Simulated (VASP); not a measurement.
# MgO (Fm-3m) in VASP: further runs

Runs on MgO. Level: PBEsol. Tasks: single point.

All numbers are computed with VASP 6.6.1; they aren't measurements. Logs are shortened: lines on timing, memory, paths and dates and some standing lists are left out, and cuts for length are marked.

**Experimental background.**

“Electronic structure of alkaline earth and post-transition metal oxides”, 2009, arxiv:0908.1581 quotes, for a bulk crystal of MgO: band gap 7.83 eV.

The runs below are set against these values where they give the same quantity.

## (1) The cell of the first run

Symmetry: Fm-3m, No. 225, cubic system. Conventional cell: a = 4.217 Å, b = 4.217 Å, c = 4.217 Å, α = 90.00°, β = 90.00°, γ = 90.00°. Mg (site symmetry m-3m) has 6 O at 2.11 Å within 2.8 Å. O (site symmetry m-3m) has 6 Mg at 2.11 Å within 2.8 Å.

## (2) Single point, PBEsol

INCAR

```
SYSTEM = MgO
PREC = Accurate
ENCUT = 600
EDIFF = 1E-6
ISMEAR = 0
SIGMA = 0.05
LREAL = .False.
LASPH = .True.
NELM = 120
ALGO = Normal
ISIF = 2
LWAVE = .False.
LCHARG = .False.
GGA = PS
NBANDS = 11
GGA_COMPAT = .False.
```

KPOINTS

```
Automatic mesh
0
Gamma
  10 10 10
  0 0 0
```

POSCAR

```
MgO
1.0
    0.0000000000      2.1085000000      2.1085000000
    2.1085000000      0.0000000000      2.1085000000
    2.1085000000      2.1085000000      0.0000000000
Mg O
1 1
Direct
    0.0000000000      0.0000000000      0.0000000000
    0.5000000000      0.5000000000      0.5000000000
```

Potentials or basis: VASP PAW PBE potentials, release 64 (Mg, O).

Command:

```
$ cat potpaw_PBE.64/Mg/POTCAR potpaw_PBE.64/O/POTCAR > POTCAR
$ mpirun -np 1 vasp_std > vasp.out
```

OUTCAR:

```text
SYSTEM = MgO
   PREC = Accurate
   ENCUT = 600
   EDIFF = 1E-6
   ISMEAR = 0
   LREAL = .False.
   LASPH = .True.
   NELM = 120
   ISIF = 2
   GGA = PS

 ion  position               nearest neighbor table
   1  0.000  0.000  0.000-   2 2.11   2 2.11   2 2.11   2 2.11   2 2.11   2 2.11
   2  0.500  0.500  0.500-   1 2.11   1 2.11   1 2.11   1 2.11   1 2.11   1 2.11

  LATTYP: Found a face centered cubic cell.
 ALAT       =     4.2170000000

  Lattice vectors:

 A1 = (   0.0000000000,   2.1085000000,   2.1085000000)
 A2 = (   2.1085000000,   0.0000000000,   2.1085000000)
 A3 = (   2.1085000000,   2.1085000000,   0.0000000000)

Analysis of symmetry for initial positions (statically):
=====================================================================
 Subroutine PRICEL returns:
 Original cell was already a primitive cell.

 Routine SETGRP: Setting up the symmetry group for a
 face centered cubic supercell.

 Subroutine GETGRP returns: Found 48 space group operations
 (whereof 48 operations were pure point group operations)
 out of a pool of 48 trial point group operations.

The static configuration has the point symmetry O_h .

Analysis of symmetry for dynamics (positions and initial velocities):
=====================================================================
 Subroutine PRICEL returns:
 Original cell was already a primitive cell.

 Routine SETGRP: Setting up the symmetry group for a
 face centered cubic supercell.

 Subroutine GETGRP returns: Found 48 space group operations
 (whereof 48 operations were pure point group operations)
 out of a pool of 48 trial point group operations.

The dynamic configuration has the point symmetry O_h .

 Subroutine INISYM returns: Found 48 space group operations
 (whereof 48 operations are pure point group operations),
 and found     1 'primitive' translations

----------------------------------------------------------------------------------------

                                     Primitive cell

  volume of cell :      18.7478

  direct lattice vectors                    reciprocal lattice vectors
     0.000000000  2.108500000  2.108500000    -0.237135404  0.237135404  0.237135404
     2.108500000  0.000000000  2.108500000     0.237135404 -0.237135404  0.237135404
     2.108500000  2.108500000  0.000000000     0.237135404  0.237135404 -0.237135404

  length of vectors
     2.981869296  2.981869296  2.981869296     0.410730569  0.410730569  0.410730569

  position of ions in fractional coordinates (direct lattice)
     0.000000000  0.000000000  0.000000000
     0.500000000  0.500000000  0.500000000

  ion indices of the primitive-cell ions
   primitive index   ion index
                 1           1
                 2           2

----------------------------------------------------------------------------------------

 KPOINTS: Automatic mesh

Automatic generation of k-mesh.
 Grid dimensions read from file:
 generate k-points for:   10   10   10

 Generating k-lattice:

  Cartesian coordinates                     Fractional coordinates (reciprocal lattice)
    -0.023713540  0.023713540  0.023713540     0.100000000  0.000000000  0.000000000
     0.023713540 -0.023713540  0.023713540     0.000000000  0.100000000  0.000000000
     0.023713540  0.023713540 -0.023713540     0.000000000  0.000000000  0.100000000

  Length of vectors
     0.041073057  0.041073057  0.041073057

  Shift w.r.t. Gamma in fractional coordinates (k-lattice)
     0.000000000  0.000000000  0.000000000

 Subroutine IBZKPT returns following result:
 ===========================================

 Found     47 irreducible k-points:

 Following reciprocal coordinates:
            Coordinates               Weight
  0.000000  0.000000  0.000000      1.000000
  0.100000  0.000000  0.000000      8.000000
  0.200000  0.000000  0.000000      8.000000
  0.300000  0.000000  0.000000      8.000000
  0.400000  0.000000  0.000000      8.000000
  0.500000  0.000000  0.000000      4.000000
[... 16 lines left out ...]
  0.300000  0.300000  0.000000      6.000000
  0.400000  0.300000  0.000000     24.000000
 [... further k-points ...]
   k-points           NKPTS =     47   k-points in BZ     NKDIM =     47   number of bands    NBANDS=     11
   number of dos      NEDOS =    301   number of ions     NIONS =      2
   total plane-waves  NPLWV =  13824
   dimension x,y,z NGX =    24 NGY =   24 NGZ =   24
   dimension x,y,z NGXF=    48 NGYF=   48 NGZF=   48
   ions per type =               1   1
   NGX,Y,Z   is equivalent  to a cutoff of  13.38, 13.38, 13.38 a.u.
   NGXF,Y,Z  is equivalent  to a cutoff of  26.76, 26.76, 26.76 a.u.
 SYSTEM =  MgO
   PREC   = accura    normal or accurate (medium, high low for compatibility)
   ISTART =      0    job   : 0-new  1-cont  2-samecut
   ICHARG =      2    charge: 1-file 2-atom 10-const
   ISPIN  =      1    spin polarized calculation?
   LNONCOLLINEAR =      F non collinear calculations
   LSORBIT =      F    spin-orbit coupling
   LASPH  =      T    aspherical Exc in radial PAW
   ENCUT  =  600.0 eV  44.10 Ry    6.64 a.u.   5.96  5.96  5.96*2*pi/ulx,y,z
   NELM   =    120;   NELMIN=  2; NELMDL= -5     # of ELM steps
   EDIFF  = 0.1E-05   stopping-criterion for ELM
   LREAL  =      F    real-space projection
   EDIFFG = 0.1E-04   stopping-criterion for IOM
   NSW    =      0    number of steps for IOM
   IBRION =     -1    ionic relax: 0-MD 1-quasi-New 2-CG
   NFREE  =      0    steps in history (QN), initial steepest desc. (CG)
   ISIF   =      2    stress and relaxation
   ISYM   =      2    0-nonsym 1-usesym 2-fastsym
   POTIM  = 0.5000    time-step for ionic-motion
   TEBEG  =    0.0;   TEEND  =   0.0 temperature during run
   PSTRESS=    0.0 pullay stress
   NELECT =       8.0000    total number of electrons
   NUPDOWN=      -1.0000    fix difference up-down
   EMIN   =  10.00;   EMAX   =-10.00  energy-range for DOS
   EFERMI =   0.00;   METHOD = LEGACY
   ISMEAR =     0;   SIGMA  =   0.05  broadening in eV -4-tet -1-fermi 0-gaus
   EFERMI_NEDOS =   21; number of points for ismear=-14 and -15
   IALGO  =     38    algorithm
   IMIX   =      4    mixing-type and parameters
     AMIX     =   0.40;   BMIX     =  1.00
     AMIX_MAG =   1.60;   BMIX_MAG =  1.00
  volume/ion in A,a.u.               =       9.37        63.26
  Fermi-wavevector in a.u.,A,eV,Ry     =   1.232503  2.329092 20.668107  1.519063
  Thomas-Fermi vector in A             =   2.367270
   LORBIT       =      0    0 simple, 1 ext, 2 COOP (PROOUT), +10 PAW based schemes
   GGA     = PS    functional components
   LHFCALC =     F    Hartree Fock is set to
   AEXX    =    0.0000 exact exchange contribution
   IVDW    =     0    specifies the selected vdW correction
   LEPSILON=     F    determine dielectric tensor
   LRPA    =     F    only Hartree local field effects (RPA)
 non-spin polarized calculation
 Gauss-broadening in eV      SIGMA  =   0.05
  energy-cutoff  :      600.00
  volume of cell :       18.75
 maximum number of plane-waves:       636
   NGX = 11   NGY = 11   NGZ = 11

 number of electron       8.0000005 magnetization

 Free energy of the ion-electron system (eV)
  ---------------------------------------------------
  ext. energy  EPLUGINS =         0.00000000
  ---------------------------------------------------
  free energy    TOTEN  =       -12.51533629 eV

  energy without entropy =      -12.51533629  energy(sigma->0) =      -12.51533629

 E-fermi :   3.2698     XC(G=0): -11.2930

 val. band max:        3.0391914649   @ k =   0.0000   0.0000   0.0000
 cond. band min:       7.6408937136   @ k =   0.0000   0.0000   0.0000
 fundamental gap:      4.6017022488
 Fermi energy:         3.2698087111

 k-point     1 :       0.0000    0.0000    0.0000
  band No.  band energies     occupation
      1     -14.1477      2.00000
      2       3.0392      2.00000
      3       3.0392      2.00000
      4       3.0392      2.00000
      5       7.6409      0.00000
      6      18.6538      0.00000
      7      18.6538      0.00000
      8      18.6538      0.00000
      9      22.4867      0.00000
     10      24.3666      0.00000
     11      24.3666      0.00000

 k-point     2 :       0.1000    0.0000    0.0000
  band No.  band energies     occupation
      1     -14.0407      2.00000
      2       2.3763      2.00000
      3       2.9709      2.00000
      4       2.9709      2.00000
      5       8.2756      0.00000
      6      17.3931      0.00000
      7      18.8940      0.00000
      8      18.8940      0.00000
      9      23.6369      0.00000
     10      23.6369      0.00000
     11      24.1602      0.00000

 k-point     3 :       0.2000    0.0000    0.0000
  band No.  band energies     occupation
      1     -13.7462      2.00000
      2       1.0418      2.00000
      3       2.7980      2.00000
      4       2.7980      2.00000
      5       9.4688      0.00000
      6      15.8852      0.00000
      7      19.3805      0.00000
      8      19.3805      0.00000
      9      22.9407      0.00000
     10      22.9407      0.00000
     11      25.1057      0.00000

 k-point     4 :       0.3000    0.0000    0.0000
  band No.  band energies     occupation
      1     -13.3478      2.00000
      2      -0.2902      2.00000
      3       2.5951      2.00000
      4       2.5951      2.00000
      5      10.3855      0.00000
      6      15.2182      0.00000
      7      19.5041      0.00000
      8      19.5041      0.00000
      9      23.3729      0.00000
     10      23.3729      0.00000
     11      24.5081      0.00000
[... 239 lines left out ...]
 k-point    22 :      -0.2000    0.2000    0.0000
  band No.  band energies     occupation
      1     -13.2294      2.00000
      2      -0.0910      2.00000
      3       1.6846      2.00000
      4       2.5916      2.00000
      5      11.3542      0.00000
      6      14.7588      0.00000
      7      17.9954      0.00000
      8      20.6683      0.00000
      9      21.3260      0.00000
     10      24.2090      0.00000
     11      27.6736      0.00000

 k-point    23 :       0.3000    0.3000    0.0000
  band No.  band energies     occupation
      1     -13.1422      2.00000
      2      -0.1476      2.00000
      3       2.0924      2.00000
      4       2.0924      2.00000
      5      11.7703      0.00000
      6      13.2705      0.00000
      7      17.3097      0.00000
      8      20.7946      0.00000
      9      20.7946      0.00000
     10      27.0248      0.00000
     11      30.2571      0.00000

 k-point    24 :       0.4000    0.3000    0.0000
  band No.  band energies     occupation
      1     -12.8903      2.00000
      2      -0.5763      2.00000
      3       1.7212      2.00000
      4       1.9440      2.00000
      5      12.4742      0.00000
      6      13.0334      0.00000
      7      16.4826      0.00000
      8      21.0384      0.00000
      9      21.2422      0.00000
     10      27.7597      0.00000
     11      29.8607      0.00000

 [... further k-points ...]
[... 5 lines left out ...]
  --------------------------------------------------------------------------------------
  -------------------------------------------------------------------------------------
  Total       -0.1226749     -0.1226749     -0.1226749      0.0000000     -0.0000000      0.0000000
  in kB      -10.4837180    -10.4837180    -10.4837180      0.0000000     -0.0000000      0.0000000
  external PRESSURE =     -10.4837180 kB  Pullay stress =       0.0000000 kB

 VOLUME and BASIS-vectors are now :
 -----------------------------------------------------------------------------
  energy-cutoff  :      600.00
  volume of cell :       18.75
      direct lattice vectors                 reciprocal lattice vectors
     0.000000000  2.108500000  2.108500000    -0.237135404  0.237135404  0.237135404
     2.108500000  0.000000000  2.108500000     0.237135404 -0.237135404  0.237135404
     2.108500000  2.108500000  0.000000000     0.237135404  0.237135404 -0.237135404

 POSITION                                       TOTAL-FORCE (eV/Angst)
 -----------------------------------------------------------------------------------
      0.00000      0.00000      0.00000         0.000000     -0.000000     -0.000000
      2.10850      2.10850      2.10850        -0.000000      0.000000      0.000000
 -----------------------------------------------------------------------------------
    total drift:                               -0.000000     -0.000000      0.000000

  FREE ENERGIE OF THE ION-ELECTRON SYSTEM (eV)
  ---------------------------------------------------
  free  energy   TOTEN  =       -12.5153362898 eV

  energy  without entropy=      -12.5153362898  energy(sigma->0) =      -12.51533629
```

Wall time 4.7 s (1 thread of AMD EPYC 9R45 (Zen 5), shared host); peak memory 0.11 GiB.

Results:

```yaml
Free_energy: -12.5153 eV
Pressure: -1.0 GPa
Band_gap_on_the_k_mesh: 4.60 eV
```

Caveat: the PAW data sets were made with another functional, which shifts forces and pressure a little.

## (3) Single point, PBEsol (9.34 Å³/atom)

This run uses another cell than the first one, of 9.34 Å³/atom.

INCAR

```
SYSTEM = MgO
ALGO = Normal
EDIFF = 1E-6
ENCUT = 600
GGA = PS
GGA_COMPAT = .False.
ISIF = 2
ISMEAR = 0
LASPH = .True.
LCHARG = .False.
LREAL = .False.
LWAVE = .False.
NBANDS = 11
NELM = 120
PREC = Accurate
SIGMA = 0.05
```

KPOINTS

```
k-points
0
Gamma
  10 10 10
  0 0 0
```

POSCAR

```
MgO
1.0
    0.0000000000      2.1056849099      2.1056849099
    2.1056849099      0.0000000000      2.1056849099
    2.1056849099      2.1056849099      0.0000000000
Mg O
1 1
Direct
    0.0000000000      0.0000000000      0.0000000000
    0.5000000000      0.5000000000      0.5000000000
```

Potentials or basis: VASP PAW PBE potentials, release 64 (Mg, O).

Command:

```
$ cat potpaw_PBE.64/Mg/POTCAR potpaw_PBE.64/O/POTCAR > POTCAR
$ mpirun -np 1 vasp_std > vasp.out
```

Wall time 4.6 s (1 thread of AMD EPYC 9R45 (Zen 5), shared host); peak memory 0.11 GiB.

It converged, with:

```yaml
Free_energy: -12.5154 eV
Pressure: -0.4 GPa
Band_gap_on_the_k_mesh: 4.64 eV
```

Levels at points of the mesh, in eV from the valence-band top:
| k point | band 1 | band 2 | band 3 | band 4 | band 5 | band 6 | band 7 | band 8 |
| --- | --- | --- | --- | --- | --- | --- | --- | --- |
| (0.00, 0.00, 0.00) | -17.21 | 0.00 | 0.00 | 0.00 | 4.64 | 15.64 | 15.64 | 15.64 |
| (0.50, 0.00, 0.00) | -15.89 | -4.68 | -0.66 | -0.66 | 7.75 | 12.51 | 16.18 | 16.18 |
| (0.50, 0.50, 0.00) | -15.63 | -4.15 | -1.37 | -1.37 | 8.92 | 9.88 | 12.98 | 18.85 |

Caveat: the PAW data sets were made with another functional, which shifts forces and pressure a little.

## (4) How close it comes

Step 3. A measured gap of MgO is 7.83 eV (quoted in “Electronic structure of alkaline earth and post-transition metal oxides”, 2009, arxiv:0908.1581); the calculated 4.64 eV misses it by -3.19 eV. The value is that of PBEsol, without temperature or zero-point motion. Semilocal functionals fall short of measured gaps as a rule.
